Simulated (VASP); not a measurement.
# InP (F-43m) in VASP: single point with PBEsol

Aim: the single point of InP with PBEsol.

Program: VASP 6.6.1. These are calculated values, not measurements. Logs are shortened: lines on timing, memory, paths and dates and some standing lists are left out, and cuts for length are marked.

**1. The cell of the first run**

It takes space group F-43m (No. 216, cubic). Conventional cell: a = 5.878 Å, b = 5.878 Å, c = 5.878 Å, α = 90.00°, β = 90.00°, γ = 90.00°. Within 3.4 Å of In (site symmetry -43m) lie 4 P at 2.55 Å. P (site symmetry -43m) has 4 In at 2.55 Å within 3.4 Å.

**2. Single point, PBEsol**

Input file INCAR:

```
ALGO = Normal
EDIFF = 1E-6
ENCUT = 500
GGA = PS
GGA_COMPAT = F
ISIF = 2
ISMEAR = -1
ISYM = 0
LASPH = T
LCHARG = F
LREAL = Auto
LWAVE = F
NBANDS = 326
NCORE = 4
NELM = 120
PREC = Accurate
SIGMA = 0.05
```

Input file KPOINTS:

```
Automatic mesh
0
Gamma
  1 1 1
  0.25 0.25 0.25
```

Input file POSCAR:

```
InP
1.0
   11.7560200000      0.0000000000      0.0000000000
    0.0000000000     11.7560200000      0.0000000000
    0.0000000000      0.0000000000     11.7560200000
In P
32 32
Direct
    0.0000000000      0.0000000000      0.0000000000
    0.0000000000      0.0000000000      0.5000000000
    0.0000000000      0.5000000000      0.0000000000
    0.0000000000      0.5000000000      0.5000000000
    0.5000000000      0.0000000000      0.0000000000
    0.5000000000      0.0000000000      0.5000000000
    0.5000000000      0.5000000000      0.0000000000
    0.5000000000      0.5000000000      0.5000000000
    0.2500000000      0.2500000000      0.0000000000
    0.2500000000      0.2500000000      0.5000000000
    0.2500000000      0.7500000000      0.0000000000
    0.2500000000      0.7500000000      0.5000000000
    0.7500000000      0.2500000000      0.0000000000
    0.7500000000      0.2500000000      0.5000000000
    0.7500000000      0.7500000000      0.0000000000
    0.7500000000      0.7500000000      0.5000000000
    0.2500000000      0.0000000000      0.2500000000
    0.2500000000      0.0000000000      0.7500000000
    0.2500000000      0.5000000000      0.2500000000
    0.2500000000      0.5000000000      0.7500000000
    0.7500000000      0.0000000000      0.2500000000
    0.7500000000      0.0000000000      0.7500000000
    0.7500000000      0.5000000000      0.2500000000
    0.7500000000      0.5000000000      0.7500000000
    0.0000000000      0.2500000000      0.2500000000
    0.0000000000      0.2500000000      0.7500000000
    0.0000000000      0.7500000000      0.2500000000
    0.0000000000      0.7500000000      0.7500000000
    0.5000000000      0.2500000000      0.2500000000
    0.5000000000      0.2500000000      0.7500000000
    0.5000000000      0.7500000000      0.2500000000
    0.5000000000      0.7500000000      0.7500000000
    0.1250000000      0.1250000000      0.1250000000
    0.1250000000      0.1250000000      0.6250000000
    0.1250000000      0.6250000000      0.1250000000
    0.1250000000      0.6250000000      0.6250000000
    0.6250000000      0.1250000000      0.1250000000
    0.6250000000      0.1250000000      0.6250000000
    0.6250000000      0.6250000000      0.1250000000
    0.6250000000      0.6250000000      0.6250000000
    0.3750000000      0.3750000000      0.1250000000
    0.3750000000      0.3750000000      0.6250000000
    0.3750000000      0.8750000000      0.1250000000
    0.3750000000      0.8750000000      0.6250000000
    0.8750000000      0.3750000000      0.1250000000
    0.8750000000      0.3750000000      0.6250000000
    0.8750000000      0.8750000000      0.1250000000
    0.8750000000      0.8750000000      0.6250000000
    0.3750000000      0.1250000000      0.3750000000
    0.3750000000      0.1250000000      0.8750000000
    0.3750000000      0.6250000000      0.3750000000
    0.3750000000      0.6250000000      0.8750000000
    0.8750000000      0.1250000000      0.3750000000
    0.8750000000      0.1250000000      0.8750000000
    0.8750000000      0.6250000000      0.3750000000
    0.8750000000      0.6250000000      0.8750000000
    0.1250000000      0.3750000000      0.3750000000
    0.1250000000      0.3750000000      0.8750000000
    0.1250000000      0.8750000000      0.3750000000
    0.1250000000      0.8750000000      0.8750000000
    0.6250000000      0.3750000000      0.3750000000
    0.6250000000      0.3750000000      0.8750000000
    0.6250000000      0.8750000000      0.3750000000
    0.6250000000      0.8750000000      0.8750000000
```

Potentials or basis: VASP PAW PBE potentials, release 64 (In_d, P).

Command:

```
$ cat potpaw_PBE.64/In_d/POTCAR potpaw_PBE.64/P/POTCAR > POTCAR
$ mpirun -np 4 vasp_std > vasp.out
```

OUTCAR:

```text
EDIFF = 1E-6
   ENCUT = 500
   GGA = PS
   ISIF = 2
   ISMEAR = -1
   ISYM = 0
   LASPH = T
   LREAL = Auto
   NELM = 120
   PREC = Accurate

 ion  position               nearest neighbor table
   1  0.000  0.000  0.000-  33 2.55  47 2.55  54 2.55  60 2.55
   2  0.000  0.000  0.500-  34 2.55  48 2.55  53 2.55  59 2.55
   3  0.000  0.500  0.000-  35 2.55  45 2.55  56 2.55  58 2.55
   4  0.000  0.500  0.500-  36 2.55  46 2.55  55 2.55  57 2.55
   5  0.500  0.000  0.000-  37 2.55  43 2.55  50 2.55  64 2.55
   6  0.500  0.000  0.500-  38 2.55  44 2.55  49 2.55  63 2.55
[... 56 lines left out ...]
  63  0.625  0.875  0.375-   6 2.55  16 2.55  21 2.55  31 2.55
  64  0.625  0.875  0.875-   5 2.55  15 2.55  22 2.55  32 2.55

IMPORTANT INFORMATION: All symmetrisations will be switched off!
NOSYMM: (Re-)initialisation of all symmetry stuff for point group C_1.

----------------------------------------------------------------------------------------

                                     Primitive cell

  volume of cell :    1624.7291

  direct lattice vectors                    reciprocal lattice vectors
    11.756020000  0.000000000  0.000000000     0.085062802  0.000000000  0.000000000
     0.000000000 11.756020000  0.000000000     0.000000000  0.085062802  0.000000000
     0.000000000  0.000000000 11.756020000     0.000000000  0.000000000  0.085062802

  length of vectors
    11.756020000 11.756020000 11.756020000     0.085062802  0.085062802  0.085062802

  position of ions in fractional coordinates (direct lattice)
     0.000000000  0.000000000  0.000000000
     0.000000000  0.000000000  0.500000000
     0.000000000  0.500000000  0.000000000
     0.000000000  0.500000000  0.500000000
     0.500000000  0.000000000  0.000000000
     0.500000000  0.000000000  0.500000000
[... 56 lines left out ...]
     0.625000000  0.875000000  0.375000000
     0.625000000  0.875000000  0.875000000

  ion indices of the primitive-cell ions
   primitive index   ion index
                 1           1
                 2           2
                 3           3
                 4           4
                 5           5
                 6           6
[... 56 lines left out ...]
                63          63
                64          64

----------------------------------------------------------------------------------------

 KPOINTS: Automatic mesh

Automatic generation of k-mesh.
 Grid dimensions read from file:
 generate k-points for:    1    1    1

 Generating k-lattice:

  Cartesian coordinates                     Fractional coordinates (reciprocal lattice)
     0.085062802  0.000000000  0.000000000     1.000000000  0.000000000  0.000000000
     0.000000000  0.085062802  0.000000000     0.000000000  1.000000000  0.000000000
     0.000000000  0.000000000  0.085062802     0.000000000  0.000000000  1.000000000

  Length of vectors
     0.085062802  0.085062802  0.085062802

  Shift w.r.t. Gamma in fractional coordinates (k-lattice)
     0.250000000  0.250000000  0.250000000

 Subroutine IBZKPT returns following result:
 ===========================================

 Found      4 irreducible k-points:

 Following reciprocal coordinates:
            Coordinates               Weight
  0.250000  0.250000  0.250000      2.000000
 -0.250000  0.250000  0.250000      2.000000
 -0.250000 -0.250000  0.250000      2.000000
  0.250000 -0.250000  0.250000      2.000000
   k-points           NKPTS =      4   k-points in BZ     NKDIM =      4   number of bands    NBANDS=    326
   number of dos      NEDOS =    301   number of ions     NIONS =     64
   total plane-waves  NPLWV = 729000
   dimension x,y,z NGX =    90 NGY =   90 NGZ =   90
   dimension x,y,z NGXF=   180 NGYF=  180 NGZF=  180
   ions per type =              32  32
   NGX,Y,Z   is equivalent  to a cutoff of  12.73, 12.73, 12.73 a.u.
   NGXF,Y,Z  is equivalent  to a cutoff of  25.45, 25.45, 25.45 a.u.
 SYSTEM =  unknown system
   PREC   = accura    normal or accurate (medium, high low for compatibility)
   ISTART =      0    job   : 0-new  1-cont  2-samecut
   ICHARG =      2    charge: 1-file 2-atom 10-const
   ISPIN  =      1    spin polarized calculation?
   LNONCOLLINEAR =      F non collinear calculations
   LSORBIT =      F    spin-orbit coupling
   LASPH  =      T    aspherical Exc in radial PAW
   ENCUT  =  500.0 eV  36.75 Ry    6.06 a.u.  21.43 21.43 21.43*2*pi/ulx,y,z
   NELM   =    120;   NELMIN=  2; NELMDL= -5     # of ELM steps
   EDIFF  = 0.1E-05   stopping-criterion for ELM
   LREAL  =      T    real-space projection
   EDIFFG = 0.1E-04   stopping-criterion for IOM
   NSW    =      0    number of steps for IOM
   IBRION =     -1    ionic relax: 0-MD 1-quasi-New 2-CG
   NFREE  =      0    steps in history (QN), initial steepest desc. (CG)
   ISIF   =      2    stress and relaxation
   ISYM   =      0    0-nonsym 1-usesym 2-fastsym
   POTIM  = 0.5000    time-step for ionic-motion
   TEBEG  =    0.0;   TEEND  =   0.0 temperature during run
   PSTRESS=    0.0 pullay stress
   NELECT =     576.0000    total number of electrons
   NUPDOWN=      -1.0000    fix difference up-down
   EMIN   =  10.00;   EMAX   =-10.00  energy-range for DOS
   EFERMI =   0.00;   METHOD = LEGACY
   ISMEAR =    -1;   SIGMA  =   0.05  broadening in eV -4-tet -1-fermi 0-gaus
   EFERMI_NEDOS =   21; number of points for ismear=-14 and -15
   IALGO  =     38    algorithm
   IMIX   =      4    mixing-type and parameters
     AMIX     =   0.40;   BMIX     =  1.00
     AMIX_MAG =   1.60;   BMIX_MAG =  1.00
  volume/ion in A,a.u.               =      25.39       171.32
  Fermi-wavevector in a.u.,A,eV,Ry     =   1.158658  2.189547 18.265670  1.342489
  Thomas-Fermi vector in A             =   2.295258
   LORBIT       =      0    0 simple, 1 ext, 2 COOP (PROOUT), +10 PAW based schemes
   GGA     = PS    functional components
   LHFCALC =     F    Hartree Fock is set to
   AEXX    =    0.0000 exact exchange contribution
   IVDW    =     0    specifies the selected vdW correction
   LEPSILON=     F    determine dielectric tensor
   LRPA    =     F    only Hartree local field effects (RPA)
 non-spin polarized calculation
  energy-cutoff  :      500.00
  volume of cell :     1624.73
 maximum number of plane-waves:     41242
 NGX is ok and might be reduce to    90
   NGX = 43   NGY = 43   NGZ = 43

 number of electron     576.0000086 magnetization

 Free energy of the ion-electron system (eV)
  ---------------------------------------------------
  ext. energy  EPLUGINS =         0.00000000
  ---------------------------------------------------
  free energy    TOTEN  =      -293.00674052 eV

  energy without entropy =     -293.00674017  energy(sigma->0) =     -293.00674035

 E-fermi :   5.6516     XC(G=0):  -9.4407

 val. band max:        4.8100499533   @ k =   0.2500   0.2500   0.2500
 cond. band min:       6.4687565480   @ k =  -0.2500   0.2500   0.2500
 fundamental gap:      1.6587065947
 Fermi energy:         5.6516071052

 k-point     1 :       0.2500    0.2500    0.2500
  band No.  band energies     occupation
      1      -9.3039      2.00000
      2      -9.3039      2.00000
      3      -9.3039      2.00000
      4      -9.2833      2.00000
      5      -9.2833      2.00000
      6      -9.2833      2.00000
[... 292 lines left out ...]
    299       7.3925      0.00000
    300       7.4052      0.00000

 k-point     2 :      -0.2500    0.2500    0.2500
  band No.  band energies     occupation
      1      -9.3039      2.00000
      2      -9.3039      2.00000
      3      -9.3039      2.00000
      4      -9.2833      2.00000
      5      -9.2833      2.00000
      6      -9.2833      2.00000
[... 292 lines left out ...]
    299       7.3925      0.00000
    300       7.4052      0.00000

 k-point     3 :      -0.2500   -0.2500    0.2500
  band No.  band energies     occupation
      1      -9.3039      2.00000
      2      -9.3039      2.00000
      3      -9.3039      2.00000
      4      -9.2833      2.00000
      5      -9.2833      2.00000
      6      -9.2833      2.00000
[... 292 lines left out ...]
    299       7.3925      0.00000
    300       7.4052      0.00000

 k-point     4 :       0.2500   -0.2500    0.2500
  band No.  band energies     occupation
      1      -9.3039      2.00000
      2      -9.3039      2.00000
      3      -9.3039      2.00000
      4      -9.2833      2.00000
      5      -9.2833      2.00000
      6      -9.2833      2.00000
[... 292 lines left out ...]
    299       7.3925      0.00000
    300       7.4052      0.00000
 [bands above 300 left out]

------------------------ aborting loop because EDIFF is reached ----------------------------------------

  FORCE on cell =-STRESS in cart. coord.  units (eV):
  Direction    XX          YY          ZZ          XY          YZ          ZX
  --------------------------------------------------------------------------------------
  -------------------------------------------------------------------------------------
  Total        0.3491468      0.3491095      0.3490565      0.0000423      0.0000699     -0.0002386
  in kB        0.3443005      0.3442638      0.3442115      0.0000417      0.0000689     -0.0002353
  external PRESSURE =       0.3442586 kB  Pullay stress =       0.0000000 kB

 VOLUME and BASIS-vectors are now :
 -----------------------------------------------------------------------------
  energy-cutoff  :      500.00
  volume of cell :     1624.73
      direct lattice vectors                 reciprocal lattice vectors
    11.756020000  0.000000000  0.000000000     0.085062802  0.000000000  0.000000000
     0.000000000 11.756020000  0.000000000     0.000000000  0.085062802  0.000000000
     0.000000000  0.000000000 11.756020000     0.000000000  0.000000000  0.085062802

 POSITION                                       TOTAL-FORCE (eV/Angst)
 -----------------------------------------------------------------------------------
      0.00000      0.00000      0.00000         0.000003     -0.000001      0.000002
      0.00000      0.00000      5.87801         0.000003      0.000005     -0.000003
      0.00000      5.87801      0.00000        -0.000002     -0.000002     -0.000005
      0.00000      5.87801      5.87801         0.000004     -0.000001      0.000005
      5.87801      0.00000      0.00000         0.000002      0.000001     -0.000002
      5.87801      0.00000      5.87801        -0.000003      0.000004      0.000002
[... 56 lines left out ...]
      7.34751     10.28652      4.40851         0.000108     -0.000097     -0.000099
      7.34751     10.28652     10.28652         0.000081     -0.000085     -0.000103
 -----------------------------------------------------------------------------------
    total drift:                               -0.000001     -0.000041      0.000046

  FREE ENERGIE OF THE ION-ELECTRON SYSTEM (eV)
  ---------------------------------------------------
  free  energy   TOTEN  =      -293.0067405222 eV

  energy  without entropy=     -293.0067401745  energy(sigma->0) =     -293.00674035
```

It took 15 min on 4 MPI ranks of Intel Xeon Platinum 8488C (Sapphire Rapids), shared host; peak memory 0.64 GiB.

Results:

| Quantity | Value |
| --- | --- |
| Free energy | -293.0067 eV |
| Pressure | 0.0 GPa |
| Band gap on the k mesh | 1.66 eV |

Levels at points of the mesh, in eV from the valence-band top:
| k point | band 286 | band 287 | band 288 | band 289 | band 290 | band 291 |
| --- | --- | --- | --- | --- | --- | --- |
| (0.25, 0.25, 0.25) | -0.42 | 0.00 | 0.00 | 1.66 | 1.73 | 2.17 |

Caveat: the PAW data sets were made with another functional, which shifts forces and pressure a little; spin-orbit coupling is left out, which moves the levels of the heavy elements; a shifted mesh leaves out Γ, where band edges can lie. A k mesh can miss the band edges.
